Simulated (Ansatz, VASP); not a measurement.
One calculation of CaPtCl6, two programs

```
Ca Pt Cl
1.0
     0.00000    5.07905    5.07905
     5.07905    0.00000    5.07905
     5.07905    5.07905    0.00000
Ca Pt Cl
1 1 6
Direct
  0.50000 0.50000 0.50000
  0.00000 0.00000 0.00000
  0.76967 0.23033 0.23033
  0.23033 0.76967 0.76967
  0.23033 0.76967 0.23033
  0.76967 0.23033 0.76967
  0.23033 0.23033 0.76967
  0.76967 0.76967 0.23033
```

Alike in both runs: task relaxation of cell and atoms; functional PBE; k mesh 6 × 6 × 6; occupations gaussian, width 0.02 eV; no spin polarisation.

|  | VASP | Ansatz |
| --- | --- | --- |
| version | VASP 6.6.1 | Ansatz 0.2.0 |
| potentials or method | VASP PAW PBE potentials, release 64 (Ca_sv, Pt, Cl), cutoff 600 eV | scalar-relativistic, plane waves, PAW |
| valence electrons in the cell | 62 | 70 |

Ansatz gave:

- gap on the k mesh at the Fermi level, each at its own relaxed structure (eV): 1.15
- relaxed volume (Å³/atom): 32.76
- relaxed length of the cell vector where the two differ most in proportion (Å): 7.183

Problem. Which values does VASP return?

Solution. gap on the k mesh at the Fermi level, each at its own relaxed structure (eV): 1.17; relaxed volume (Å³/atom): 32.75; relaxed length of the cell vector where the two differ most in proportion (Å): 7.182.

VASP's potentials hold 62 valence electrons a cell and Ansatz's 70, so a difference there can come from the potentials and not from the codes. Ansatz's warnings: xc potential rough in thin density.

Spin-orbit coupling is off throughout.
